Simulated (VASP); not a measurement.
A run of VASP 6.6.1:

INCAR

```
SYSTEM = FeSi
PREC     = Accurate       ! precision mode
ENCUT    = 520            ! plane-wave cutoff, eV
EDIFF    = 1E-6           ! SCF threshold, eV
ISMEAR   = 0              ! smearing method
SIGMA    = 0.1            ! smearing width, eV
LREAL    = .False.        ! projectors in reciprocal space
LASPH    = .True.         ! aspherical terms in the spheres
NELM     = 80             ! most SCF steps
ALGO     = Normal         ! electronic algorithm
ISIF     = 2              ! what is computed and relaxed
LWAVE    = .False.        ! write WAVECAR
LCHARG   = .False.        ! write CHGCAR
GGA      = PS             ! functional
NBANDS   = 34             ! bands
```

KPOINTS

```
regular mesh
0
Gamma
  4 4 4
  0 0 0
```

File POSCAR:

```
FeSi
1.0
    4.1883415281      0.0000000000      0.0000000000
    0.0000000000      4.1883415281      0.0000000000
    0.0000000000      0.0000000000      4.1883415281
Fe Si
4 4
Direct
    0.1416827871      0.1416827871      0.1416827871
    0.3583172129      0.8583172129      0.6416827871
    0.6416827871      0.3583172129      0.8583172129
    0.8583172129      0.6416827871      0.3583172129
    0.8433891261      0.8433891261      0.8433891261
    0.6566108739      0.1566108739      0.3433891261
    0.3433891261      0.6566108739      0.1566108739
    0.1566108739      0.3433891261      0.6566108739
```

Potentials or basis: VASP PAW PBE potentials, release 64 (Fe, Si).

Launch:

```console
$ cat potpaw_PBE.64/Fe/POTCAR potpaw_PBE.64/Si/POTCAR > POTCAR
$ mpirun -np 1 vasp_std > vasp.out
```

Hardware: 1 thread of Intel Xeon 8259CL, on a shared host.

Q: How long does it take, and how much memory?

A: Wall time 33 s on 1 thread of Intel Xeon 8259CL (shared host), peak memory 0.18 GiB. Counts: scf iterations 15, k points 11.
